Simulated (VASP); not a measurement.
# KTaO3 in VASP: notebook, part 4 of 4

VASP 6.6.1. Earlier steps stand in the parts before.

### 5 Electric field gradients, PBE (equal xy, yz and zx shear strains of +1 %)

INCAR

```
SYSTEM = KTaO3
ALGO = Normal ; EDIFF = 1E-8
ENCUT = 520 ; GGA = PE
ISIF = 2 ; ISMEAR = -1
LASPH = .True. ; LCHARG = .False.
LEFG = .True. ; LREAL = .False.
LWAVE = .False. ; NBANDS = 27
NELM = 60 ; PREC = Accurate
SIGMA = 0.01
```

KPOINTS

```
k-points
0
Gamma
  5 5 5
  0 0 0
```

POSCAR

```
KTaO3
1.0
    3.9883000000      0.0199415000      0.0199415000
    0.0199415000      3.9883000000      0.0199415000
    0.0199415000      0.0199415000      3.9883000000
K Ta O
1 1 3
Direct
    0.5000000000      0.5000000000      0.5000000000
    0.0000000000      0.0000000000      0.0000000000
    0.5000000000      0.0000000000      0.0000000000
    0.0000000000      0.5000000000      0.0000000000
    0.0000000000      0.0000000000      0.5000000000
```

Potentials or basis: VASP PAW PBE potentials, release 64 (K_sv, Ta_pv, O).

Started as:

```bash
$ cat potpaw_PBE.64/K_sv/POTCAR potpaw_PBE.64/Ta_pv/POTCAR potpaw_PBE.64/O/POTCAR > POTCAR
$ mpirun -np 1 vasp_std > vasp.out
```

OUTCAR:

```text
SYSTEM = KTaO3
   EDIFF = 1E-8
   ENCUT = 520
   GGA = PE
   ISIF = 2
   ISMEAR = -1
   LASPH = .True.
   LREAL = .False.
   NELM = 60
   PREC = Accurate

 ion  position               nearest neighbor table
   1  0.500  0.500  0.500-   3 2.81   4 2.81   3 2.81   5 2.81   4 2.81   5 2.81   3 2.83   3 2.83
                             4 2.83   5 2.83   4 2.83   5 2.83   2 3.44   2 3.44   2 3.44   2 3.44
   2  0.000  0.000  0.000-   3 1.99   4 1.99   5 1.99   5 1.99   4 1.99   3 1.99   1 3.44   1 3.44
                             1 3.44   1 3.44   1 3.44   1 3.44   1 3.49   1 3.49
   3  0.500  0.000  0.000-   2 1.99   2 1.99   1 2.81   1 2.81   1 2.83   1 2.83
   4  0.000  0.500  0.000-   2 1.99   2 1.99   1 2.81   1 2.81   1 2.83   1 2.83
   5  0.000  0.000  0.500-   2 1.99   2 1.99   1 2.81   1 2.81   1 2.83   1 2.83

  LATTYP: Found a trigonal (rhomboedric) cell.
 ALAT       =     3.9883997063
 COS(alpha) =     0.0100244988

  Lattice vectors:

 A1 = (   3.9883000000,   0.0199415000,   0.0199415000)
 A2 = (   0.0199415000,   3.9883000000,   0.0199415000)
 A3 = (   0.0199415000,   0.0199415000,   3.9883000000)

[... 776 lines left out ...]
      0.00997      0.00997      1.99415         0.000000     -0.000000     -0.000000
 -----------------------------------------------------------------------------------
    total drift:                                0.000000     -0.000000      0.000000

  FREE ENERGIE OF THE ION-ELECTRON SYSTEM (eV)
  ---------------------------------------------------
  free  energy   TOTEN  =       -41.0188266989 eV

  energy  without entropy=      -41.0188266989  energy(sigma->0) =      -41.01882670

 Electric field gradients (V/A^2)
---------------------------------------------------------------------
 ion       V_xx      V_yy      V_zz      V_xy      V_xz      V_yz
---------------------------------------------------------------------
   1      -0.000     0.000    -0.000     0.869     0.869     0.869
   2       0.000     0.000     0.000   -11.378   -11.378   -11.378
   3      19.768    -9.884    -9.884     1.330     1.330    -0.493
   4      -9.884    19.768    -9.884     1.330    -0.493     1.330
   5      -9.884    -9.884    19.768    -0.493     1.330     1.330
---------------------------------------------------------------------

 Electric field gradients after diagonalization (V/A^2)
 (convention: |V_zz| > |V_xx| > |V_yy|)
----------------------------------------------------------------------
 ion       V_xx      V_yy      V_zz     asymmetry (V_yy - V_xx)/ V_zz
----------------------------------------------------------------------
   1      -0.869    -0.869     1.738       0.000
   2      11.378    11.378   -22.756       0.000
   3     -10.493    -9.391    19.885       0.055
   4     -10.493    -9.391    19.885       0.055
   5     -10.493    -9.391    19.885       0.055
----------------------------------------------------------------------

           NMR quadrupolar parameters

 Cq : quadrupolar parameter    Cq=e*Q*V_zz/h
 eta: asymmetry parameters     (V_yy - V_xx)/ V_zz
 Q  : nuclear electric quadrupole moment in mb (millibarn)
----------------------------------------------------------------------
 ion       Cq(MHz)       eta       Q (mb)
----------------------------------------------------------------------
   1       0.004       0.000       1.000
   2      -0.055       0.000       1.000
   3       0.048       0.055       1.000
   4       0.048       0.055       1.000
   5       0.048       0.055       1.000
----------------------------------------------------------------------
```

OSZICAR:

```text
N       E                     dE             d eps       ncg     rms          rms(c)
DAV:   1     0.330839665498E+03    0.33084E+03   -0.20863E+04  1026   0.141E+03
DAV:   2    -0.300955735447E+02   -0.36094E+03   -0.34997E+03  1227   0.413E+02
DAV:   3    -0.489099450945E+02   -0.18814E+02   -0.18728E+02  1476   0.910E+01
DAV:   4    -0.495852918702E+02   -0.67535E+00   -0.67432E+00  1689   0.107E+01
DAV:   5    -0.495887853408E+02   -0.34935E-02   -0.34931E-02  1352   0.788E-01    0.340E+01
DAV:   6    -0.412472891128E+02    0.83415E+01   -0.33780E+01  1205   0.397E+01    0.129E+01
DAV:   7    -0.410844148042E+02    0.16287E+00   -0.16364E+00  1357   0.834E+00    0.929E+00
DAV:   8    -0.410414174030E+02    0.42997E-01   -0.40846E-01  1227   0.533E+00    0.319E+00
DAV:   9    -0.410205037038E+02    0.20914E-01   -0.36252E-02  1267   0.151E+00    0.516E-01
DAV:  10    -0.410188297456E+02    0.16740E-02   -0.15126E-02  1394   0.785E-01    0.866E-02
DAV:  11    -0.410187942253E+02    0.35520E-04   -0.10757E-03  1406   0.205E-01    0.310E-02
DAV:  12    -0.410188227001E+02   -0.28475E-04   -0.47341E-05  1368   0.579E-02    0.999E-03
DAV:  13    -0.410188268264E+02   -0.41263E-05   -0.64435E-06  1357   0.201E-02    0.471E-03
DAV:  14    -0.410188268376E+02   -0.11234E-07   -0.10039E-06  1350   0.634E-03    0.421E-03
DAV:  15    -0.410188267213E+02    0.11637E-06   -0.14853E-07  1264   0.311E-03    0.369E-04
DAV:  16    -0.410188266928E+02    0.28487E-07   -0.20137E-08  1046   0.915E-04    0.105E-04
DAV:  17    -0.410188266989E+02   -0.61409E-08   -0.57295E-10   669   0.182E-04
   1 F= -.41018827E+02 E0= -.41018827E+02  d E =-.295395E-11
```

stdout:

```text
POSCAR found type information on POSCAR K TaO
 POSCAR found :  3 types and       5 ions
 scaLAPACK will be used
 LDA part: xc-table for (Slater+PW92), standard interpolation
 POSCAR, INCAR and KPOINTS ok, starting setup
 FFT: planning ... GRIDC
 FFT: planning ... GRID_SOFT
 FFT: planning ... GRID
 WAVECAR not read
 entering main loop
ion   1

ion   2

ion   3
     0.0000293    -0.3763089     0.1393912     0.4580178    -0.3763089    -0.7933101
     0.0000403    -0.3763089     0.1393912     0.4580178    -0.3763089    -0.7933101
     0.0000555    -0.3763089     0.1393912     0.4580178    -0.3763089    -0.7933101
     0.0000765    -0.3763089     0.1393912     0.4580177    -0.3763089    -0.7933100

     0.0000293    -1.1920270     0.4314090     5.0236324    -1.1920270    -8.7011866
     0.0000403    -1.1920268     0.4314089     5.0236313    -1.1920268    -8.7011846
     0.0000555    -1.1920265     0.4314088     5.0236293    -1.1920265    -8.7011812
     0.0000765    -1.1920259     0.4314086     5.0236260    -1.1920259    -8.7011754

ion   4
     0.0000293    -0.3763089    -0.3763089     0.4580178     0.1393912     0.7933101
     0.0000403    -0.3763089    -0.3763089     0.4580178     0.1393912     0.7933101
     0.0000555    -0.3763089    -0.3763089     0.4580178     0.1393912     0.7933101
     0.0000765    -0.3763089    -0.3763089     0.4580177     0.1393912     0.7933100

     0.0000293    -1.1920270    -1.1920270     5.0236324     0.4314090     8.7011866
     0.0000403    -1.1920268    -1.1920268     5.0236313     0.4314089     8.7011846
     0.0000555    -1.1920265    -1.1920265     5.0236293     0.4314088     8.7011812
     0.0000765    -1.1920259    -1.1920259     5.0236260     0.4314086     8.7011754

ion   5
```

It took 27 s on 1 thread of Intel Xeon 6975P-C, shared host; peak memory 0.19 GiB.

Results:

| Item | Value |
| --- | --- |
| Free energy | -41.0188 eV |
| Pressure | 6.1 GPa |
| Band gap on the k mesh | 2.26 eV, indirect (least direct gap 2.75 eV) |

Stress tensor (GPa, compression positive):
```
 6.10 -1.01 -1.01
-1.01  6.10 -1.01
-1.01 -1.01  6.10
```

Electric field gradients, principal values (V/Å²):
```csv
atom,least,middle,greatest (by size)
1 K,-0.869,-0.869,1.738
2 Ta,11.378,11.378,-22.756
3 O,-9.391,-10.493,19.885
4 O,-9.391,-10.493,19.885
5 O,-9.391,-10.493,19.885
```

Caveat: the cell differs from its parent crystal (equal xy, yz and zx shear strains of +1 %); without QUAD_EFG the Cq values of the log hold for a quadrupole moment of 1 mb, not for the nuclei; spin-orbit coupling is left out, which moves the levels of the heavy elements.

### 6 Overview

| cell | gap on the mesh (eV) | pressure (GPa) |
| --- | --- | --- |
| a = 4.068, b = 4.068, c = 3.988 Å, 5 atoms | 2.17 | -1.6 |
| a = 3.989 Å, angles 91.1°, 5 atoms | 2.21 | 6.1 |
| a = 3.988 Å, angles 89.4°, 5 atoms | 2.26 | 6.1 |

Alike in all rows: task electric field gradients; level PBE; potentials or basis VASP PAW PBE potentials, release 64 (K_sv, Ta_pv, O); no spin polarisation; k mesh 5 × 5 × 5; cutoff (eV) 520; smearing fermi-dirac 0.01 eV.

Caveats: spin-orbit coupling is left out, which moves the levels of the heavy elements.

Absolute energies hang on the potentials; compare differences alone.
